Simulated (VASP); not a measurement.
# GaN (NiAs type) (P6_3/mmc) in VASP: single point with PBE

Aim: the single point of GaN (NiAs type) with PBE.

All numbers are computed with VASP 6.6.1; they aren't measurements. Logs are shortened: lines on timing, memory, paths and dates and some standing lists are left out, and cuts for length are marked.

## Step 1: The cell of the first run

Symmetry: P6_3/mmc, No. 194, hexagonal system. Conventional cell: a = 3.005 Å, b = 3.005 Å, c = 5.095 Å, α = 90.00°, β = 90.00°, γ = 120.00°. Within 2.8 Å of Ga (site symmetry -3m) lie 6 N at 2.15 Å and 2 Ga at 2.55 Å. Within 2.8 Å of N (site symmetry -6m2) lie 6 Ga at 2.15 Å.

## Step 2: Single point, PBE

The input, INCAR:

```
ALGO = Normal
EDIFF = 1E-7
ENCUT = 520
GGA = PE
ISIF = 2
ISMEAR = -1
LASPH = True
LCHARG = False
LREAL = False
LWAVE = False
NBANDS = 26
NELM = 100
PREC = Accurate
SIGMA = 0.05
```

The input, KPOINTS:

```
k-points
0
Gamma
  11 11 6
```

The input, POSCAR:

```
GaN
1.0
    3.0052395080      0.0000000000      0.0000000000
   -1.5026197540      2.6026137584      0.0000000000
    0.0000000000      0.0000000000      5.0954465959
Ga N
2 2
Direct
    0.0000000000      0.0000000000      0.0000000000
    0.0000000000      0.0000000000      0.5000000000
    0.3333333333      0.6666666667      0.2500000000
    0.6666666667      0.3333333333      0.7500000000
```

Potentials or basis: VASP PAW PBE potentials, release 64 (Ga_d, N).

On the command line:

```console
cat potpaw_PBE.64/Ga_d/POTCAR potpaw_PBE.64/N/POTCAR > POTCAR
mpirun -np 1 vasp_std > vasp.out
```

OUTCAR:

```text
EDIFF = 1E-7
   ENCUT = 520
   GGA = PE
   ISIF = 2
   ISMEAR = -1
   LASPH = True
   LREAL = False
   NELM = 100
   PREC = Accurate

 ion  position               nearest neighbor table
   1  0.000  0.000  0.000-   3 2.15   4 2.15   4 2.15   3 2.15   4 2.15   3 2.15   2 2.55   2 2.55

   2  0.000  0.000  0.500-   3 2.15   4 2.15   4 2.15   3 2.15   4 2.15   3 2.15   1 2.55   1 2.55

   3  0.333  0.667  0.250-   1 2.15   2 2.15   1 2.15   2 2.15   1 2.15   2 2.15
   4  0.667  0.333  0.750-   1 2.15   2 2.15   1 2.15   2 2.15   1 2.15   2 2.15

  LATTYP: Found a hexagonal cell.
 ALAT       =     3.0052395080
 C/A-ratio  =     1.6955209667

  Lattice vectors:

 A1 = (   3.0052395080,   0.0000000000,   0.0000000000)
 A2 = (  -1.5026197540,   2.6026137584,   0.0000000000)
 A3 = (   0.0000000000,   0.0000000000,   5.0954465959)

Analysis of symmetry for initial positions (statically):
=====================================================================
 Subroutine PRICEL returns:
 Original cell was already a primitive cell.

 Routine SETGRP: Setting up the symmetry group for a
 hexagonal supercell.

 Subroutine GETGRP returns: Found 24 space group operations
 (whereof 12 operations were pure point group operations)
 out of a pool of 24 trial point group operations.

The static configuration has the point symmetry D_3d.
 The point group associated with its full space group is D_6h.

Analysis of symmetry for dynamics (positions and initial velocities):
=====================================================================
 Subroutine PRICEL returns:
 Original cell was already a primitive cell.

 Routine SETGRP: Setting up the symmetry group for a
 hexagonal supercell.

 Subroutine GETGRP returns: Found 24 space group operations
 (whereof 12 operations were pure point group operations)
 out of a pool of 24 trial point group operations.

The dynamic configuration has the point symmetry D_3d.
 The point group associated with its full space group is D_6h.

 Subroutine INISYM returns: Found 24 space group operations
 (whereof 12 operations are pure point group operations),
 and found     1 'primitive' translations

----------------------------------------------------------------------------------------

                                     Primitive cell

  volume of cell :      39.8539

  direct lattice vectors                    reciprocal lattice vectors
     3.005239508  0.000000000  0.000000000     0.332752181  0.192114561  0.000000000
    -1.502619754  2.602613758  0.000000000     0.000000000  0.384229122  0.000000000
     0.000000000  0.000000000  5.095446596     0.000000000  0.000000000  0.196253651

  length of vectors
     3.005239508  3.005239508  5.095446596     0.384229122  0.384229122  0.196253651

  position of ions in fractional coordinates (direct lattice)
     0.000000000  0.000000000  0.000000000
     0.000000000  0.000000000  0.500000000
     0.333333333  0.666666667  0.250000000
     0.666666667  0.333333333  0.750000000

  ion indices of the primitive-cell ions
   primitive index   ion index
                 1           1
                 2           2
                 3           3
                 4           4

----------------------------------------------------------------------------------------

 KPOINTS: k-points

Automatic generation of k-mesh.
 Grid dimensions read from file:
 generate k-points for:   11   11    6

 Generating k-lattice:

  Cartesian coordinates                     Fractional coordinates (reciprocal lattice)
     0.030250198  0.017464960  0.000000000     0.090909091  0.000000000  0.000000000
     0.000000000  0.034929920  0.000000000     0.000000000  0.090909091  0.000000000
     0.000000000  0.000000000  0.032708942     0.000000000  0.000000000  0.166666667

  Length of vectors
     0.034929920  0.034929920  0.032708942

  Shift w.r.t. Gamma in fractional coordinates (k-lattice)
     0.000000000  0.000000000  0.000000000

 Subroutine IBZKPT returns following result:
 ===========================================

 Found     64 irreducible k-points:

 Following reciprocal coordinates:
            Coordinates               Weight
  0.000000  0.000000  0.000000      1.000000
  0.090909  0.000000  0.000000      6.000000
  0.181818  0.000000  0.000000      6.000000
  0.272727  0.000000  0.000000      6.000000
  0.363636 -0.000000  0.000000      6.000000
  0.454545  0.000000  0.000000      6.000000
[... 16 lines left out ...]
  0.090909  0.090909  0.166667     12.000000
  0.181818  0.090909  0.166667     24.000000
 [... further k-points ...]
   k-points           NKPTS =     64   k-points in BZ     NKDIM =     64   number of bands    NBANDS=     26
   number of dos      NEDOS =    301   number of ions     NIONS =      4
   total plane-waves  NPLWV =  23040
   dimension x,y,z NGX =    24 NGY =   24 NGZ =   40
   dimension x,y,z NGXF=    48 NGYF=   48 NGZF=   80
   ions per type =               2   2
   NGX,Y,Z   is equivalent  to a cutoff of  13.28, 13.28, 13.05 a.u.
   NGXF,Y,Z  is equivalent  to a cutoff of  26.55, 26.55, 26.10 a.u.
 SYSTEM =  unknown system
   PREC   = accura    normal or accurate (medium, high low for compatibility)
   ISTART =      0    job   : 0-new  1-cont  2-samecut
   ICHARG =      2    charge: 1-file 2-atom 10-const
   ISPIN  =      1    spin polarized calculation?
   LNONCOLLINEAR =      F non collinear calculations
   LSORBIT =      F    spin-orbit coupling
   LASPH  =      T    aspherical Exc in radial PAW
   ENCUT  =  520.0 eV  38.22 Ry    6.18 a.u.   5.59  5.59  9.47*2*pi/ulx,y,z
   NELM   =    100;   NELMIN=  2; NELMDL= -5     # of ELM steps
   EDIFF  = 0.1E-06   stopping-criterion for ELM
   LREAL  =      F    real-space projection
   EDIFFG = 0.1E-05   stopping-criterion for IOM
   NSW    =      0    number of steps for IOM
   IBRION =     -1    ionic relax: 0-MD 1-quasi-New 2-CG
   NFREE  =      0    steps in history (QN), initial steepest desc. (CG)
   ISIF   =      2    stress and relaxation
   ISYM   =      2    0-nonsym 1-usesym 2-fastsym
   POTIM  = 0.5000    time-step for ionic-motion
   TEBEG  =    0.0;   TEEND  =   0.0 temperature during run
   PSTRESS=    0.0 pullay stress
   NELECT =      36.0000    total number of electrons
   NUPDOWN=      -1.0000    fix difference up-down
   EMIN   =  10.00;   EMAX   =-10.00  energy-range for DOS
   EFERMI =   0.00;   METHOD = LEGACY
   ISMEAR =    -1;   SIGMA  =   0.05  broadening in eV -4-tet -1-fermi 0-gaus
   EFERMI_NEDOS =   21; number of points for ismear=-14 and -15
   IALGO  =     38    algorithm
   IMIX   =      4    mixing-type and parameters
     AMIX     =   0.40;   BMIX     =  1.00
     AMIX_MAG =   1.60;   BMIX_MAG =  1.00
  volume/ion in A,a.u.               =       9.96        67.24
  Fermi-wavevector in a.u.,A,eV,Ry     =   1.582530  2.990548 34.074451  2.504401
  Thomas-Fermi vector in A             =   2.682439
   LORBIT       =      0    0 simple, 1 ext, 2 COOP (PROOUT), +10 PAW based schemes
   GGA     = PE    functional components
   LHFCALC =     F    Hartree Fock is set to
   AEXX    =    0.0000 exact exchange contribution
   IVDW    =     0    specifies the selected vdW correction
   LEPSILON=     F    determine dielectric tensor
   LRPA    =     F    only Hartree local field effects (RPA)
 non-spin polarized calculation
  energy-cutoff  :      520.00
  volume of cell :       39.85
 maximum number of plane-waves:      1099
 NGX is ok and might be reduce to    24
   NGX = 11   NGY = 11   NGZ = 19

 number of electron      36.0000016 magnetization

 Free energy of the ion-electron system (eV)
  ---------------------------------------------------
  ext. energy  EPLUGINS =         0.00000000
  ---------------------------------------------------
  free energy    TOTEN  =       -21.89624729 eV

  energy without entropy =      -21.89624717  energy(sigma->0) =      -21.89624723

 E-fermi :   7.9848     XC(G=0): -12.7358

 val. band max:        7.3199660468   @ k =   0.1818   0.0000   0.0000
 cond. band min:       8.5660721445   @ k =   0.0000   0.0000   0.0000
 fundamental gap:      1.2461060977
 Fermi energy:         7.9848341347

 k-point     1 :       0.0000    0.0000    0.0000
  band No.  band energies     occupation
      1      -9.6178      2.00000
      2      -7.2675      2.00000
      3      -7.0336      2.00000
      4      -7.0336      2.00000
      5      -6.8854      2.00000
      6      -6.8854      2.00000
[... 18 lines left out ...]
     25      20.5069      0.00000
     26      20.5070      0.00000

 k-point     2 :       0.0909    0.0000    0.0000
  band No.  band energies     occupation
      1      -9.4811      2.00000
      2      -7.4094      2.00000
      3      -7.2590      2.00000
      4      -7.0272      2.00000
      5      -6.9063      2.00000
      6      -6.8788      2.00000
[... 18 lines left out ...]
     25      19.7505      0.00000
     26      20.4140      0.00000

 k-point     3 :       0.1818    0.0000    0.0000
  band No.  band energies     occupation
      1      -9.0898      2.00000
      2      -7.7476      2.00000
      3      -7.2358      2.00000
      4      -7.0219      2.00000
      5      -6.9291      2.00000
      6      -6.8983      2.00000
[... 18 lines left out ...]
     25      18.6907      0.00000
     26      18.6917      0.00000

 k-point     4 :       0.2727    0.0000    0.0000
  band No.  band energies     occupation
      1      -8.5549      2.00000
      2      -7.9099      2.00000
      3      -7.2028      2.00000
      4      -7.0325      2.00000
      5      -6.9515      2.00000
      6      -6.9508      2.00000
[... 18 lines left out ...]
     25      17.7127      0.00000
     26      19.7138      0.00000
[... 496 lines left out ...]
      1      -8.3438      2.00000
      2      -7.3308      2.00000
      3      -7.1990      2.00000
      4      -7.0488      2.00000
      5      -7.0361      2.00000
      6      -6.8730      2.00000
[... 18 lines left out ...]
     25      17.9713      0.00000
     26      20.6718      0.00000

 k-point    23 :       0.0909    0.0909    0.1667
  band No.  band energies     occupation
      1      -9.1051      2.00000
      2      -7.7231      2.00000
      3      -7.2113      2.00000
      4      -6.9956      2.00000
      5      -6.9158      2.00000
      6      -6.8839      2.00000
[... 18 lines left out ...]
     25      18.5458      0.00000
     26      19.8810      0.00000

 k-point    24 :       0.1818    0.0909    0.1667
  band No.  band energies     occupation
      1      -8.6467      2.00000
      2      -7.9219      2.00000
      3      -7.1929      2.00000
      4      -6.9880      2.00000
      5      -6.9420      2.00000
      6      -6.9080      2.00000
[... 18 lines left out ...]
     25      18.1987      0.00000
     26      19.5301      0.00000

 [... further k-points ...]

------------------------ aborting loop because EDIFF is reached ----------------------------------------

  FORCE on cell =-STRESS in cart. coord.  units (eV):
  Direction    XX          YY          ZZ          XY          YZ          ZX
  --------------------------------------------------------------------------------------
  -------------------------------------------------------------------------------------
  Total        0.1705781      0.1705781      0.1897085      0.0000000      0.0000000     -0.0000000
  in kB        6.8574542      6.8574542      7.6265173      0.0000000      0.0000000     -0.0000000
  external PRESSURE =       7.1138086 kB  Pullay stress =       0.0000000 kB

 VOLUME and BASIS-vectors are now :
 -----------------------------------------------------------------------------
  energy-cutoff  :      520.00
  volume of cell :       39.85
      direct lattice vectors                 reciprocal lattice vectors
     3.005239508  0.000000000  0.000000000     0.332752181  0.192114561  0.000000000
    -1.502619754  2.602613758  0.000000000     0.000000000  0.384229122  0.000000000
     0.000000000  0.000000000  5.095446596     0.000000000  0.000000000  0.196253651

 POSITION                                       TOTAL-FORCE (eV/Angst)
 -----------------------------------------------------------------------------------
      0.00000      0.00000      0.00000        -0.000000      0.000000     -0.000000
      0.00000      0.00000      2.54772        -0.000000      0.000000     -0.000000
     -0.00000      1.73508      1.27386         0.000000      0.000000      0.000000
      1.50262      0.86754      3.82158        -0.000000     -0.000000     -0.000000
 -----------------------------------------------------------------------------------
    total drift:                               -0.000000      0.000000      0.000000

  FREE ENERGIE OF THE ION-ELECTRON SYSTEM (eV)
  ---------------------------------------------------
  free  energy   TOTEN  =       -21.8962472866 eV

  energy  without entropy=      -21.8962471736  energy(sigma->0) =      -21.89624723
```

It took 1.8 min on 1 thread of Intel Xeon 8259CL, shared host; peak memory 0.19 GiB.

What came out:

| Item | Value |
| --- | --- |
| Free energy | -21.8962 eV |
| Pressure | 0.7 GPa |
| Band gap on the k mesh | 1.25 eV (least direct gap 1.36 eV) |

Levels at points of the mesh, in eV from the valence-band top:
```csv
k point,band 14,band 15,band 16,band 17,band 18,band 19,band 20,band 21,band 22,band 23
"(0.00, 0.00, 0.00)",-0.86,-0.52,-0.52,-0.11,-0.11,1.25,4.41,8.81,10.20,10.20
"(0.00, 0.00, 0.50)",-5.11,-0.29,-0.29,-0.29,-0.29,4.03,4.03,9.03,9.03,10.80
```

Caveat: an odd mesh through Γ misses points on the zone boundary, where band edges can lie.
